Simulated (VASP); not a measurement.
# Tl2F (P6/mmm) in VASP: notebook, part 3 of 3

VASP 6.6.1. Earlier steps stand in the parts before.

## Step 5: Single point, PBE

This run uses another cell than the first one, of 25.77 Å³/atom.

INCAR

```
SYSTEM = Tl2F
PREC = Accurate
ENCUT = 520
EDIFF = 1E-6
ISMEAR = 0
SIGMA = 0.1
LREAL = .FALSE.
LASPH = .TRUE.
NELM = 100
ALGO = Fast
ISIF = 2
LWAVE = .FALSE.
LCHARG = .FALSE.
GGA = PE
NBANDS = 24
```

KPOINTS

```
regular mesh
0
G
  12 12 14
  0 0 0
```

POSCAR

```
Tl2F
1.0
    5.2144840041      0.0000000000      0.0000000000
   -2.6072420020      4.5158756152      0.0000000000
    0.0000000000      0.0000000000      3.2836899656
Tl F
2 1
Direct
    0.3333333333      0.6666666667      0.5000000000
    0.6666666667      0.3333333333      0.5000000000
    0.0000000000      0.0000000000      0.0000000000
```

Potentials or basis: VASP PAW PBE potentials, release 64 (Tl_d, F).

On the command line:

```
cat potpaw_PBE.64/Tl_d/POTCAR potpaw_PBE.64/F/POTCAR > POTCAR
mpirun -np 1 vasp_std > vasp.out
```

OUTCAR:

```text
SYSTEM = Tl2F
   PREC = Accurate
   ENCUT = 520
   EDIFF = 1E-6
   ISMEAR = 0
   LREAL = .FALSE.
   LASPH = .TRUE.
   NELM = 100
   ISIF = 2
   GGA = PE

 ion  position               nearest neighbor table
   1  0.333  0.667  0.500-   2 3.01   2 3.01   2 3.01
   2  0.667  0.333  0.500-   1 3.01   1 3.01   1 3.01
   3  0.000  0.000  0.000-

  LATTYP: Found a hexagonal cell.
 ALAT       =     5.2144840041
 C/A-ratio  =     0.6297248132

  Lattice vectors:

 A1 = (   5.2144840041,   0.0000000000,   0.0000000000)
 A2 = (  -2.6072420020,   4.5158756152,   0.0000000000)
 A3 = (   0.0000000000,   0.0000000000,   3.2836899656)

Analysis of symmetry for initial positions (statically):
=====================================================================
 Subroutine PRICEL returns:
 Original cell was already a primitive cell.

 Routine SETGRP: Setting up the symmetry group for a
 hexagonal supercell.

 Subroutine GETGRP returns: Found 24 space group operations
 (whereof 24 operations were pure point group operations)
 out of a pool of 24 trial point group operations.

The static configuration has the point symmetry D_6h.

Analysis of symmetry for dynamics (positions and initial velocities):
=====================================================================
 Subroutine PRICEL returns:
 Original cell was already a primitive cell.

 Routine SETGRP: Setting up the symmetry group for a
 hexagonal supercell.

 Subroutine GETGRP returns: Found 24 space group operations
 (whereof 24 operations were pure point group operations)
 out of a pool of 24 trial point group operations.

The dynamic configuration has the point symmetry D_6h.

 Subroutine INISYM returns: Found 24 space group operations
 (whereof 24 operations are pure point group operations),
 and found     1 'primitive' translations

----------------------------------------------------------------------------------------

                                     Primitive cell

  volume of cell :      77.3242

  direct lattice vectors                    reciprocal lattice vectors
     5.214484004  0.000000000  0.000000000     0.191773529  0.110720499  0.000000000
    -2.607242002  4.515875615  0.000000000     0.000000000  0.221440997  0.000000000
     0.000000000  0.000000000  3.283689966     0.000000000  0.000000000  0.304535450

  length of vectors
     5.214484004  5.214484004  3.283689966     0.221440997  0.221440997  0.304535450

  position of ions in fractional coordinates (direct lattice)
     0.333333333  0.666666667  0.500000000
     0.666666667  0.333333333  0.500000000
     0.000000000  0.000000000  0.000000000

  ion indices of the primitive-cell ions
   primitive index   ion index
                 1           1
                 2           2
                 3           3

----------------------------------------------------------------------------------------

 KPOINTS: regular mesh

Automatic generation of k-mesh.
 Grid dimensions read from file:
 generate k-points for:   12   12   14

 Generating k-lattice:

  Cartesian coordinates                     Fractional coordinates (reciprocal lattice)
     0.015981127  0.009226708  0.000000000     0.083333333  0.000000000  0.000000000
     0.000000000  0.018453416  0.000000000     0.000000000  0.083333333  0.000000000
     0.000000000  0.000000000  0.021752532     0.000000000  0.000000000  0.071428571

  Length of vectors
     0.018453416  0.018453416  0.021752532

  Shift w.r.t. Gamma in fractional coordinates (k-lattice)
     0.000000000  0.000000000  0.000000000

 Subroutine IBZKPT returns following result:
 ===========================================

 Found    152 irreducible k-points:

 Following reciprocal coordinates:
            Coordinates               Weight
  0.000000  0.000000  0.000000      1.000000
  0.083333 -0.000000  0.000000      6.000000
  0.166667 -0.000000  0.000000      6.000000
  0.250000  0.000000  0.000000      6.000000
  0.333333 -0.000000  0.000000      6.000000
  0.416667 -0.000000  0.000000      6.000000
[... 16 lines left out ...]
  0.250000  0.000000  0.071429     12.000000
  0.333333 -0.000000  0.071429     12.000000
 [... further k-points ...]
   k-points           NKPTS =    152   k-points in BZ     NKDIM =    152   number of bands    NBANDS=     24
   number of dos      NEDOS =    301   number of ions     NIONS =      3
   total plane-waves  NPLWV =  38400
   dimension x,y,z NGX =    40 NGY =   40 NGZ =   24
   dimension x,y,z NGXF=    80 NGYF=   80 NGZF=   48
   ions per type =               2   1
   NGX,Y,Z   is equivalent  to a cutoff of  12.75, 12.75, 12.15 a.u.
   NGXF,Y,Z  is equivalent  to a cutoff of  25.51, 25.51, 24.30 a.u.
 SYSTEM =  Tl2F
   PREC   = accura    normal or accurate (medium, high low for compatibility)
   ISTART =      0    job   : 0-new  1-cont  2-samecut
   ICHARG =      2    charge: 1-file 2-atom 10-const
   ISPIN  =      1    spin polarized calculation?
   LNONCOLLINEAR =      F non collinear calculations
   LSORBIT =      F    spin-orbit coupling
   LASPH  =      T    aspherical Exc in radial PAW
   ENCUT  =  520.0 eV  38.22 Ry    6.18 a.u.   9.70  9.70  6.11*2*pi/ulx,y,z
   NELM   =    100;   NELMIN=  2; NELMDL= -5     # of ELM steps
   EDIFF  = 0.1E-05   stopping-criterion for ELM
   LREAL  =      F    real-space projection
   EDIFFG = 0.1E-04   stopping-criterion for IOM
   NSW    =      0    number of steps for IOM
   IBRION =     -1    ionic relax: 0-MD 1-quasi-New 2-CG
   NFREE  =      0    steps in history (QN), initial steepest desc. (CG)
   ISIF   =      2    stress and relaxation
   ISYM   =      2    0-nonsym 1-usesym 2-fastsym
   POTIM  = 0.5000    time-step for ionic-motion
   TEBEG  =    0.0;   TEEND  =   0.0 temperature during run
   PSTRESS=    0.0 pullay stress
   NELECT =      33.0000    total number of electrons
   NUPDOWN=      -1.0000    fix difference up-down
   EMIN   =  10.00;   EMAX   =-10.00  energy-range for DOS
   EFERMI =   0.00;   METHOD = LEGACY
   ISMEAR =     0;   SIGMA  =   0.10  broadening in eV -4-tet -1-fermi 0-gaus
   EFERMI_NEDOS =   21; number of points for ismear=-14 and -15
   IALGO  =     68    algorithm
   IMIX   =      4    mixing-type and parameters
     AMIX     =   0.40;   BMIX     =  1.00
     AMIX_MAG =   1.60;   BMIX_MAG =  1.00
  volume/ion in A,a.u.               =      25.77       173.94
  Fermi-wavevector in a.u.,A,eV,Ry     =   1.232559  2.329198 20.669988  1.519201
  Thomas-Fermi vector in A             =   2.367324
   LORBIT       =      0    0 simple, 1 ext, 2 COOP (PROOUT), +10 PAW based schemes
   GGA     = PE    functional components
   LHFCALC =     F    Hartree Fock is set to
   AEXX    =    0.0000 exact exchange contribution
   IVDW    =     0    specifies the selected vdW correction
   LEPSILON=     F    determine dielectric tensor
   LRPA    =     F    only Hartree local field effects (RPA)
 non-spin polarized calculation
 RMM-DIIS sequential band-by-band and
 Gauss-broadening in eV      SIGMA  =   0.10
  energy-cutoff  :      520.00
  volume of cell :       77.32
 maximum number of plane-waves:      2107
 NGX is ok and might be reduce to    40
   NGX = 19   NGY = 19   NGZ = 13

 number of electron      32.9999986 magnetization

 Free energy of the ion-electron system (eV)
  ---------------------------------------------------
  ext. energy  EPLUGINS =         0.00000000
  ---------------------------------------------------
  free energy    TOTEN  =        -8.21209806 eV

  energy without entropy =       -8.20313413  energy(sigma->0) =       -8.20761610

 E-fermi :   4.0863     XC(G=0):  -9.2982

 val. band max:        4.0715462644   @ k =   0.1667   0.1667   0.1429
 cond. band min:       4.0917252314   @ k =   0.0833   0.0833   0.0000
 fundamental gap:      0.0201789669
 Fermi energy:         4.0862788427

 k-point     1 :       0.0000    0.0000    0.0000
  band No.  band energies     occupation
      1     -16.7224      2.00000
      2      -8.3358      2.00000
      3      -7.9813      2.00000
      4      -7.9813      2.00000
      5      -7.9275      2.00000
      6      -7.7102      2.00000
[... 16 lines left out ...]
     23      14.8168      0.00000
     24      15.9785      0.00000
[... 598 lines left out ...]
      2      -8.2810      2.00000
      3      -8.1760      2.00000
      4      -8.1618      2.00000
      5      -7.8776      2.00000
      6      -7.7477      2.00000
[... 16 lines left out ...]
     23      14.7513      0.00000
     24      15.9905      0.00000

 [... further k-points ...]

------------------------ aborting loop because EDIFF is reached ----------------------------------------

  FORCE on cell =-STRESS in cart. coord.  units (eV):
  Direction    XX          YY          ZZ          XY          YZ          ZX
  --------------------------------------------------------------------------------------
  -------------------------------------------------------------------------------------
  Total       -0.0580808     -0.0580808     -0.0515837     -0.0000000     -0.0000000     -0.0000000
  in kB       -1.2034491     -1.2034491     -1.0688277     -0.0000000     -0.0000000     -0.0000000
  external PRESSURE =      -1.1585753 kB  Pullay stress =       0.0000000 kB

 VOLUME and BASIS-vectors are now :
 -----------------------------------------------------------------------------
  energy-cutoff  :      520.00
  volume of cell :       77.32
      direct lattice vectors                 reciprocal lattice vectors
     5.214484004  0.000000000  0.000000000     0.191773529  0.110720499  0.000000000
    -2.607242002  4.515875615  0.000000000     0.000000000  0.221440997  0.000000000
     0.000000000  0.000000000  3.283689966     0.000000000  0.000000000  0.304535450

 POSITION                                       TOTAL-FORCE (eV/Angst)
 -----------------------------------------------------------------------------------
     -0.00000      3.01058      1.64184         0.000000      0.000000      0.000000
      2.60724      1.50529      1.64184        -0.000000      0.000000      0.000000
      0.00000      0.00000      0.00000        -0.000000      0.000000      0.000000
 -----------------------------------------------------------------------------------
    total drift:                               -0.000000      0.000000      0.000000

  FREE ENERGIE OF THE ION-ELECTRON SYSTEM (eV)
  ---------------------------------------------------
  free  energy   TOTEN  =        -8.2120980600 eV

  energy  without entropy=       -8.2031341340  energy(sigma->0) =       -8.20761610
```

stdout:

```text
POSCAR found type information on POSCAR TlF
 POSCAR found :  2 types and       3 ions
 scaLAPACK will be used
 LDA part: xc-table for (Slater+PW92), standard interpolation
 POSCAR, INCAR and KPOINTS ok, starting setup
 FFT: planning ... GRIDC
 FFT: planning ... GRID_SOFT
 FFT: planning ... GRID
 WAVECAR not read
 entering main loop
```

Wall time 5.2 min (1 thread of AMD EPYC 9755, shared host); peak memory 0.32 GiB.

Results:

- Free energy: -8.2121 eV
- Pressure: -0.1 GPa
- Band gap on the k mesh: zero (an odd number of electrons rules out a gap without spin polarisation)

Caveat: spin-orbit coupling is left out, which moves the levels of the heavy elements.

## Step 6: Relaxation of cell and atoms, PBE

This run uses another cell than the first one, of 25.41 Å³/atom.

INCAR

```
PREC = Accurate
ENCUT = 600
EDIFF = 1E-7
ISMEAR = 0
SIGMA = 0.1
LREAL = F
LASPH = T
NELM = 100
ALGO = Fast
ISIF = 3
LWAVE = F
LCHARG = F
GGA = PE
IBRION = 2
NSW = 100
EDIFFG = -0.01
```

KPOINTS

```
Automatic mesh
0
Gamma
  12 12 14
```

POSCAR

```
Tl2F
1.0
    5.2429544036      0.0000000000      0.0000000000
   -2.6214772018      4.5405317044      0.0000000000
    0.0000000000      0.0000000000      3.2019814523
Tl F
2 1
Direct
    0.3333333333      0.6666666667      0.5000000000
    0.6666666667      0.3333333333      0.5000000000
    0.0000000000      0.0000000000      0.0000000000
```

Potentials or basis: VASP PAW PBE potentials, release 64 (Tl_d, F).

On the command line:

```
cat potpaw_PBE.64/Tl_d/POTCAR potpaw_PBE.64/F/POTCAR > POTCAR
mpirun -np 1 vasp_std > vasp.out
```

OUTCAR:

```text
PREC = Accurate
   ENCUT = 600
   EDIFF = 1E-7
   ISMEAR = 0
   LREAL = F
   LASPH = T
   NELM = 100
   ISIF = 3
   GGA = PE
   IBRION = 2
   NSW = 100
   EDIFFG = -0.01

 ion  position               nearest neighbor table
   1  0.333  0.667  0.500-   2 3.03   2 3.03   2 3.03
   2  0.667  0.333  0.500-   1 3.03   1 3.03   1 3.03
   3  0.000  0.000  0.000-

  LATTYP: Found a hexagonal cell.
 ALAT       =     5.2429544036
 C/A-ratio  =     0.6107208276

  Lattice vectors:

 A1 = (   5.2429544036,   0.0000000000,   0.0000000000)
 A2 = (  -2.6214772018,   4.5405317044,   0.0000000000)
 A3 = (   0.0000000000,   0.0000000000,   3.2019814523)

Analysis of symmetry for initial positions (statically):
=====================================================================
 Subroutine PRICEL returns:
 Original cell was already a primitive cell.

 Routine SETGRP: Setting up the symmetry group for a
 hexagonal supercell.

 Subroutine GETGRP returns: Found 24 space group operations
[... 173 lines left out ...]

  FORCE on cell =-STRESS in cart. coord.  units (eV):
  Direction    XX          YY          ZZ          XY          YZ          ZX
  --------------------------------------------------------------------------------------
  -------------------------------------------------------------------------------------
  Total       -0.2185695     -0.2185695      0.6253446     -0.0000000      0.0000000      0.0000000
  in kB       -4.5940801     -4.5940801     13.1440249     -0.0000000      0.0000000      0.0000000
  external PRESSURE =       1.3186216 kB  Pullay stress =       0.0000000 kB
[... 135 lines left out ...]
--------------------------------------- Ionic step        5  -------------------------------------------

 number of electron      33.0000014 magnetization

 Free energy of the ion-electron system (eV)
  ---------------------------------------------------
  ext. energy  EPLUGINS =         0.00000000
  ---------------------------------------------------
  free energy    TOTEN  =        -8.21253039 eV

  energy without entropy =       -8.20358597  energy(sigma->0) =       -8.20805818

 E-fermi :   4.1233     XC(G=0):  -9.3204

 val. band max:        4.1084744325   @ k =   0.1667   0.1667   0.1429
 cond. band min:       4.1273371278   @ k =   0.0833   0.0833   0.0000
 fundamental gap:      0.0188626954
 Fermi energy:         4.1232502854

 k-point     1 :       0.0000    0.0000    0.0000
  band No.  band energies     occupation
      1     -16.6983      2.00000
      2      -8.3060      2.00000
      3      -7.9470      2.00000
      4      -7.9470      2.00000
      5      -7.8950      2.00000
      6      -7.6727      2.00000
[... 541 lines left out ...]
     19       9.5205      0.00000
     20      10.4914      0.00000

 [... further k-points ...]

------------------------ aborting loop because EDIFF is reached ----------------------------------------

  FORCE on cell =-STRESS in cart. coord.  units (eV):
  Direction    XX          YY          ZZ          XY          YZ          ZX
  --------------------------------------------------------------------------------------
  -------------------------------------------------------------------------------------
  Total        0.0133526      0.0133526      0.0120723      0.0000000      0.0000000     -0.0000000
  in kB        0.2779196      0.2779196      0.2512724      0.0000000      0.0000000     -0.0000000
  external PRESSURE =       0.2690372 kB  Pullay stress =       0.0000000 kB
[... 18 lines left out ...]
  FREE ENERGIE OF THE ION-ELECTRON SYSTEM (eV)
  ---------------------------------------------------
  free  energy   TOTEN  =        -8.2125303915 eV

  energy  without entropy=       -8.2035859727  energy(sigma->0) =       -8.20805818

 reached required accuracy - stopping structural energy minimisation
```

CONTCAR:

```text
Tl2F
   1.00000000000000
     5.2074327841308143    0.0000000000000000    0.0000000000000000
    -2.6037163920654072    4.5097690795561434    0.0000000000000000
     0.0000000000000000   -0.0000000000000000    3.2777650379547896
  Tl              F
     2     1
Direct
     0.3333333332999970    0.6666666667000030    0.5000000000000000
     0.6666666667000030    0.3333333332999970    0.5000000000000000
     0.0000000000000000    0.0000000000000000    1.0000000000000000

  0.00000000E+00  0.00000000E+00  0.00000000E+00
  0.00000000E+00  0.00000000E+00  0.00000000E+00
  0.00000000E+00  0.00000000E+00  0.00000000E+00
```

Wall time 18 min (1 thread of AMD EPYC 9755, shared host); peak memory 0.37 GiB.

What came out:

```yaml
Free_energy: -8.2125 eV
Relaxed_volume: 25.66 Å³/atom
Relaxed_cell: a = 5.207 Å, b = 5.207 Å, c = 3.278 Å, α = 90.00°, β = 90.00°, γ = 120.00°
Space_group_after_relaxing_to_0.1_Å: P6/mmm (No. 191)
Energy_gained_by_relaxing: 2.9 meV/atom
Ionic_steps: 5
Pressure_after_relaxing: 0.0 GPa
Band_gap_on_the_k_mesh: zero (an odd number of electrons rules out a gap without spin polarisation)
```

Step by step:
| step | energy change (eV) | largest force (eV/Å) | pressure (GPa) | volume (Å³) |
| --- | --- | --- | --- | --- |
| 1 | 0.0000 | 0.0000 | 0.13 | 76.23 |
| 2 | -0.0060 | 0.0000 | 0.11 | 76.45 |
| 3 | -0.0085 | 0.0000 | 0.11 | 76.74 |
| 4 | -0.0086 | 0.0000 | 0.11 | 76.72 |
| 5 | -0.0087 | 0.0000 | 0.03 | 76.98 |

Final structure:
```
Tl F
1.0
     5.20743    0.00000    0.00000
    -2.60372    4.50977    0.00000
     0.00000    0.00000    3.27777
Tl F
2 1
Direct
  0.33333 0.66667 0.50000
  0.66667 0.33333 0.50000
  0.00000 0.00000 0.00000
```

Caveat: spin-orbit coupling is left out, which moves the levels of the heavy elements.

## Step 7: Summary

| task | cell | k mesh | cutoff (eV) | gap on the mesh (eV) | pressure (GPa) | relaxed volume (Å³/atom) |
| --- | --- | --- | --- | --- | --- | --- |
| single point | a = 4.799, b = 4.799, c = 3.577 Å, angles 90.0, 90.0, 120.0°, 3 atoms | 6 × 6 × 6 | 520 | none | 5.7 | - |
| single point | a = 5.243, b = 5.243, c = 3.202 Å, angles 90.0, 90.0, 120.0°, 3 atoms | 6 × 6 × 6 | 520 | none | 0.0 | - |
| relaxation of cell and atoms | relaxed from a = 4.799, b = 4.799, c = 3.577 Å, angles 90.0, 90.0, 120.0°, 3 atoms | 6 × 6 × 6 | 600 | none | 0.0 | 25.31 |
| single point | a = 5.214, b = 5.214, c = 3.284 Å, angles 90.0, 90.0, 120.0°, 3 atoms | 12 × 12 × 14 | 520 | none | -0.1 | - |
| relaxation of cell and atoms | relaxed from a = 5.243, b = 5.243, c = 3.202 Å, angles 90.0, 90.0, 120.0°, 3 atoms | 12 × 12 × 14 | 600 | none | 0.0 | 25.66 |

Alike in all rows: level PBE; potentials or basis VASP PAW PBE potentials, release 64 (Tl_d, F); no spin polarisation; smearing gaussian 0.1 eV.

Caveats: spin-orbit coupling is left out, which moves the levels of the heavy elements; the stress differs along the axes, from -2 to 10 GPa (at least some runs).

Total energies depend on the potentials used, so only differences within one code and one set of settings carry meaning.

The gap in the log of VASP goes by the Fermi energy; the results here count the filled bands.